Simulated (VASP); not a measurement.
BaAuS: single point with PBE

BaAuS:

```
Ba Au S
1.0
     3.01504    4.69020    0.00000
     3.01504   -4.69020    0.00000
     0.00000    0.00000   -5.88343
Ba Au S
2 2 2
Direct
  0.34135 0.65865 0.75000
  0.65865 0.34135 0.25000
  0.00000 0.00000 0.00000
  0.00000 0.00000 0.50000
  0.74308 0.25692 0.75000
  0.25692 0.74308 0.25000
```

| Quantity | Value |
| --- | --- |
| Program | VASP 6.6.1 |
| Task | single point |
| Functional | PBE |
| Potentials or basis | VASP PAW PBE potentials, release 64 (Ba_sv, Au, S) |
| Cutoff | 500 eV |
| k mesh | 4 × 4 × 3 |
| Occupations | fermi-dirac, width 0.1 eV |
| Spin | no spin polarisation |

- Pressure: 0.5 GPa
- Largest force: 0.055 eV/Å
- Band gap on the k mesh: zero (bands 27 and 28 overlap by 1.17 eV)

Forces on the atoms (eV/Å):
```
Ba   0.000  0.055  0.000
Ba   0.000 -0.055  0.000
Au   0.000  0.000  0.000
Au   0.000  0.000  0.000
S    0.000  0.028  0.000
S    0.000 -0.028  0.000
```

Stress tensor (GPa, compression positive):
```
0.65 0.00 0.00
0.00 0.20 0.00
0.00 0.00 0.75
```

Levels at points of the mesh, in eV from the Fermi level:
```csv
k point,band 24,band 25,band 26,band 27,band 28,band 29,band 30,band 31
"(0.00, 0.00, 0.00)",-1.96,-1.87,-1.16,-0.57,0.76,0.94,2.14,2.47
"(0.50, 0.00, 0.00)",-2.41,-1.89,-1.14,0.17,1.28,1.61,1.74,1.96
"(0.50, 0.50, 0.00)",-2.43,-1.60,-0.92,0.76,0.85,1.07,1.80,1.96
```

Run time: 3.1 min on 1 thread of Intel Xeon 8259CL, on a shared host, peak memory 0.32 GiB.

Caveat: spin-orbit coupling is left out, which moves the levels of the heavy elements.
